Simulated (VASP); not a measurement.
A run of VASP 6.6.1:

Contents of INCAR:

```
  ALGO = Normal
  EDIFF = 1E-6
  ENCUT = 520
  GGA = PS
  ISIF = 2
  ISMEAR = 0
  LASPH = T
  LCHARG = F
  LREAL = F
  LWAVE = F
  NBANDS = 42
  NELM = 60
  PREC = Accurate
  SIGMA = 0.1
```

KPOINTS

```
k-points
0
Gamma
  8 8 4
```

Contents of POSCAR:

```
LaAgSb2
1.0
    4.3423831780      0.0000000000      0.0000000000
    0.0000000000      4.3423831780      0.0000000000
    0.0000000000      0.0000000000     10.5115702134
La Ag Sb
2 2 4
Direct
    0.0000000000      0.5000000000      0.2582062558
    0.5000000000      0.0000000000      0.7417937442
    0.0000000000      0.0000000000      0.0000000000
    0.5000000000      0.5000000000      0.0000000000
    0.0000000000      0.5000000000      0.8277311151
    0.5000000000      0.0000000000      0.1722688849
    0.0000000000      0.0000000000      0.5000000000
    0.5000000000      0.5000000000      0.5000000000
```

Potentials or basis: VASP PAW PBE potentials, release 64 (La, Ag, Sb).

Command:

```sh
$ cat potpaw_PBE.64/La/POTCAR potpaw_PBE.64/Ag/POTCAR potpaw_PBE.64/Sb/POTCAR > POTCAR
$ mpirun -np 1 vasp_std > vasp.out
```

Hardware: 1 thread of Intel(R) Xeon(R) 6975P-C (Granite Rapids) (shared host).

Question: How long does it take, and how much memory?

Answer: It took 5.3 min on 1 thread of Intel(R) Xeon(R) 6975P-C (Granite Rapids) (shared host), peak memory 0.53 GiB. Counts: scf iterations 17, k points 45.
